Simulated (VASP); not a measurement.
Crystal: TiSi.

```
Ti Si
1.0
     1.81618   -2.11762    0.00000
     1.81618    2.11762    0.00000
     0.00000    0.00000    3.80393
Ti Si
1 1
Cartesian
  1.8162 0.0000 0.0000
  0.0000 0.0000 1.9020
```

Base run:

- Program: VASP 6.6.1
- Functional: r2SCAN
- Potentials or basis: VASP PAW PBE potentials, release 64 (Ti_sv, Si)
- Cutoff: 520 eV
- k mesh: 8 × 8 × 6
- Occupations: gaussian, width 0.1 eV
- Spin: no spin polarisation

Its results: band gap on the k mesh zero (bands 8 and 9 overlap by 1.55 eV); pressure -1.2 GPa.

Q: After a change of settings the same cell gave: band gap on the k mesh zero (bands 8 and 9 overlap by 1.59 eV); pressure -2.5 GPa. Which change was it?
A. k mesh from 8 × 8 × 6, through Γ to 12 × 12 × 10, shifted
B. k mesh from 8 × 8 × 6 to 6 × 6 × 4
C. k mesh from 8 × 8 × 6 to 4 × 4 × 2
D. k mesh from 8 × 8 × 6, through Γ to 10 × 10 × 8, shifted; further incar settings from ALGO = Normal; EDIFF = 1e-07; NBANDS = 15 to ALGO = Normal; EDIFF = 1e-06; NBANDS = 15

A: C.

Caveats: some runs use coarse meshes; the PAW data sets were made with another functional, which shifts forces and pressure a little.
